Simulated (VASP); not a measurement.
Crystal: GeSbTe3.

```xyz
5
Lattice="5.6585 0.0000 0.0000 -2.8292 4.9004 0.0000 0.0000 0.0000 6.7673" Properties=species:S:1:pos:R:3 pbc="T T T"
Ge    0.0000    0.0000    3.3837
Sb    0.0000    0.0000    0.0000
Te    2.8292    0.0000    0.0000
Te   -1.4146    2.4502    0.0000
Te    1.4146    2.4502    0.0000
```

The cell was built from a structure type or drawn by symmetry, and may not be a known phase.

- Program: VASP 6.6.1
- Task: relaxation of cell and atoms
- Functional: PBE
- Potentials or basis: VASP PAW PBE potentials, release 64 (Ge_d, Sb, Te)
- Cutoff: 600 eV
- k mesh: 6 × 6 × 4
- Occupations: gaussian, width 0.1 eV
- Spin: no spin polarisation

At the start: pressure 14.7 GPa; volume 37.53 Å³/atom.

How do energy, volume and symmetry change on relaxing?

Over 15 steps the energy falls by 851.9 meV/atom and the volume is 39.03 Å³/atom (+4.0 %); space group P6/mmm (No. 191, to 0.1 Å) before and after.

The path:
```tsv
step	energy change (eV)	largest force (eV/Å)	pressure (GPa)	volume (Å³)
1	0.0000	0.0000	14.65	187.65
2	-2.1254	0.0000	-5.19	288.29
3	-3.3081	0.0000	-2.18	238.13
4	-3.3087	0.0000	-2.07	237.08
5	-3.7834	0.0000	-1.93	222.04
6	-3.3482	0.0000	4.06	176.41
7	-4.1180	0.0000	-1.45	209.37
8	-4.1602	0.0000	0.70	190.15
9	-4.2462	0.0000	-0.76	200.35
10	-4.2533	0.0000	-0.46	197.71
11	-4.2530	0.0000	-0.54	198.50
12	-4.2576	0.0000	0.13	194.57
13	-4.2590	0.0000	-0.07	195.80
14	-4.2590	0.0000	-0.11	195.87
15	-4.2596	0.0000	0.00	195.13
```

Final structure:
```
Ge Sb Te
1.0
     6.43721    0.00000    0.00000
    -3.21861    5.57479    0.00000
     0.00000    0.00000    5.43747
Ge Sb Te
1 1 3
Direct
  0.00000 0.00000 0.50000
  0.00000 0.00000 0.00000
  0.50000 0.00000 0.00000
  0.00000 0.50000 0.00000
  0.50000 0.50000 0.00000
```

Caveat: a cell axis changed by over 15 % at a fixed basis, so the end point is rough.
